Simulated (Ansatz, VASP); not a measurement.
Two plane-wave programs on Mg

File INCAR:

```
SYSTEM = Mg
PREC = Accurate
ENCUT = 520
EDIFF = 1E-7
ISMEAR = -1
SIGMA = 0.1
LREAL = .FALSE.
LASPH = .TRUE.
NELM = 80
ALGO = Normal
ISIF = 2
LWAVE = .FALSE.
LCHARG = .FALSE.
GGA = PE
NBANDS = 12
```

KPOINTS

```
regular mesh
0
G
  13 13 4
  0 0 0
```

Contents of POSCAR:

```
Mg
1.0
    3.1968208798      0.0000000000      0.0000000000
   -1.5984104399      2.7685280933      0.0000000000
    0.0000000000      0.0000000000     10.3982063196
Mg
4
Direct
    0.0000000000      0.0000000000      1.0000000000
    1.0000000000      0.0000000000      0.5000000000
    0.3333333333      0.6666666667      0.2500000000
    0.6666666667      0.3333333333      0.7500000000
```

Input for Ansatz:

```yaml
crystal:
  lattice:
    - [3.1968208798, 0.0, 0.0]
    - [-1.5984104399, 2.7685280933, 0.0]
    - [0.0, 0.0, 10.3982063196]
  atoms:
    - { symbol: Mg, position: [0.0, 0.0, 1.0] }
    - { symbol: Mg, position: [1.0, 0.0, 0.5] }
    - { symbol: Mg, position: [0.3333333333, 0.6666666667, 0.25] }
    - { symbol: Mg, position: [0.6666666667, 0.3333333333, 0.75] }
hamiltonian:
  xc: pbe
  pseudopotentials:
    kind: paw
    azcp:
      Mg: "pseudopotentials/Mg.paw.azcp"
basis:
  ecutwfc: 420
  fft_grid_basis: typed
kpoints:
  mp_grid: { grid: [13, 13, 4], shift: [0, 0, 0] }
magnetization:
  spin_polarized: false
scf:
  occupations: { method: fermi_dirac, width: 0.1 }
  lower_state_search: "off"
output:
  stress: true
```

Alike in both runs: task single point; functional PBE; k mesh 13 × 13 × 4; occupations fermi-dirac, width 0.1 eV; no spin polarisation.

|  | VASP | Ansatz |
| --- | --- | --- |
| version | VASP 6.6.1 | Ansatz 0.2.0 |
| potentials or method | VASP PAW PBE potentials, release 64 (Mg), cutoff 520 eV | plane waves (420 eV) with PAW, scalar-relativistic |
| valence electrons in the cell | 8 | 40 |

```tsv
	VASP	Ansatz	Ansatz less VASP
pressure (GPa)	0.0	0.1	+0.12
```

With one functional, cell and mesh, what is left measures potentials, basis and numerics. VASP's potentials hold 8 valence electrons a cell and Ansatz's 40, so a difference there can come from the potentials and not from the codes.
